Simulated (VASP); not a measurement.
Here is a VASP 6.6.1 calculation.

Contents of INCAR:

```
ALGO = Fast ; EDIFF = 1E-7
ENCUT = 520 ; GGA = PE
ISIF = 2 ; ISMEAR = 0
LASPH = T ; LCHARG = T
LELF = T ; LREAL = F
LVHAR = T ; LWAVE = F
NBANDS = 12 ; NELM = 100
PREC = Accurate ; SIGMA = 0.1
```

The input KPOINTS:

```
k-points
0
Gamma
  10 10 16
```

File POSCAR:

```
Be
1.0
    3.7468140000      0.0000000000      0.0000000000
    0.0000000000      3.7468140000      0.0000000000
    0.0000000000      0.0000000000      2.2812800000
Be
4
Direct
    0.2974080000      0.2974080000      0.0000000000
    0.7025920000      0.7025920000      0.0000000000
    0.2025920000      0.7974080000      0.5000000000
    0.8563087087      0.2134358796      0.4927672184
```

Potentials or basis: VASP PAW PBE potentials, release 64 (Be).

Run with:

```bash
$ cat potpaw_PBE.64/Be/POTCAR > POTCAR
$ mpirun -np 1 vasp_std > vasp.out
```

**Question.** Predict the band gap on the k mesh.

**Answer.** Zero (band 4 reaches 7.78 eV, above the bottom of band 5 at 5.97 eV).

**Question.** What does it give for the pressure?

**Answer.** 2.3 GPa.

Forces on the atoms (eV/Å):
```
Be   1.355 -0.005 -0.065
Be   0.156  0.298 -0.043
Be   0.297 -0.385 -0.007
Be  -1.808  0.092  0.115
```

Caveat: the cell differs from its parent crystal (one atom moved); forces of over 1 eV/Å act on the atoms, so gaps and moduli don't describe the material at rest.
